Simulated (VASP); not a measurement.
## CoSi3Ir: relaxation of cell and atoms with PBE

Crystal: CoSi3Ir.

```
CELL_PARAMETERS angstrom
4.42332 0.00000 0.00000
0.00000 4.42332 0.00000
0.00000 0.00000 4.42332
ATOMIC_POSITIONS crystal
Co 0.50000 0.50000 0.50000
Si 0.50000 0.00000 0.00000
Si 0.00000 0.50000 0.00000
Si 0.00000 0.00000 0.50000
Ir 0.00000 0.00000 0.00000
```

- Program: VASP 6.6.1
- Task: relaxation of cell and atoms
- Functional: PBE
- Potentials or basis: VASP PAW PBE potentials, release 64 (Co, Si, Ir)
- Cutoff: 600 eV
- k mesh: 4 × 4 × 4
- Occupations: gaussian, width 0.1 eV
- Spin: collinear spin, ferromagnetic start
- Starting moments: [3.0, 0.0, 0.0, 0.0, 0.0] μB
- Dipole correction: no
- Further INCAR settings: ALGO = Normal; EDIFF = 1e-06; IBRION = 2; EDIFFG = -0.04; NSW = 90; ISIF = 3

| Quantity | Value |
| --- | --- |
| Relaxed volume | 19.30 Å³/atom |
| Relaxed cell | a = 4.587 Å, b = 4.587 Å, c = 4.587 Å, α = 90.00°, β = 90.00°, γ = 90.00° |
| Space group after relaxing (to 0.05 Å) | Pm-3m (No. 221) |
| Energy gained by relaxing | 67.2 meV/atom |
| Ionic steps | 4 |
| Pressure after relaxing | -0.2 GPa |
| Band gap on the k mesh | zero (filled and empty bands overlap) |
| Net moment | 0.00 μB per cell |
| Valence electrons inside the program's atomic spheres | Co 7.78; Si 1.55; Ir 9.16 |

Step by step:
```
step  energy change (eV)  largest force (eV/Å)  pressure (GPa)  volume (Å³)
   1              0.0000                0.0000           15.68        86.55
   2              0.1424                0.0000          -10.07       109.55
   3             -0.3353                0.0000            0.66        95.79
   4             -0.3360                0.0000           -0.23        96.50
```

Final structure:
```cif
data_structure
_symmetry_space_group_name_H-M 'P 1'
_symmetry_Int_Tables_number 1
_cell_length_a 4.5868
_cell_length_b 4.5868
_cell_length_c 4.5868
_cell_angle_alpha 90.000
_cell_angle_beta 90.000
_cell_angle_gamma 90.000
_cell_volume 96.50
loop_
_atom_site_label
_atom_site_type_symbol
_atom_site_fract_x
_atom_site_fract_y
_atom_site_fract_z
_atom_site_occupancy
Co1 Co 0.50000 0.50000 0.50000 1
Si1 Si 0.50000 0.00000 0.00000 1
Si2 Si 0.00000 0.50000 0.00000 1
Si3 Si 0.00000 0.00000 0.50000 1
Ir1 Ir 0.00000 0.00000 0.00000 1
```

Levels at points of the mesh, in eV from the Fermi level:
Spin up:
```csv
k point,band 12,band 13,band 14,band 15,band 16,band 17,band 18,band 19
"(0.00, 0.00, 0.00)",-0.77,-0.24,-0.24,-0.24,0.76,0.76,1.36,1.36
"(0.50, 0.00, 0.00)",-0.29,-0.11,0.03,0.03,0.36,0.77,1.22,1.58
"(0.50, 0.50, 0.00)",-0.38,-0.31,-0.23,-0.23,-0.20,-0.17,1.66,2.70
"(0.50, 0.50, 0.50)",-0.27,-0.27,-0.15,-0.15,-0.03,-0.03,-0.03,4.41
```
Spin down:
```csv
k point,band 13,band 14,band 15,band 16,band 17,band 18
"(0.00, 0.00, 0.00)",-0.24,-0.24,-0.24,0.76,0.76,1.36
"(0.50, 0.00, 0.00)",-0.11,0.03,0.03,0.36,0.77,1.22
"(0.50, 0.50, 0.00)",-0.31,-0.23,-0.23,-0.20,-0.17,1.66
"(0.50, 0.50, 0.50)",-0.27,-0.15,-0.15,-0.03,-0.03,-0.03
```

Run time: 12 min on 1 thread of AMD EPYC 7R13, with other jobs on the host, peak memory 0.24 GiB.

Caveat: the starting moments collapsed, and a magnetic state may lie lower; spin-orbit coupling is left out, which moves the levels of the heavy elements.
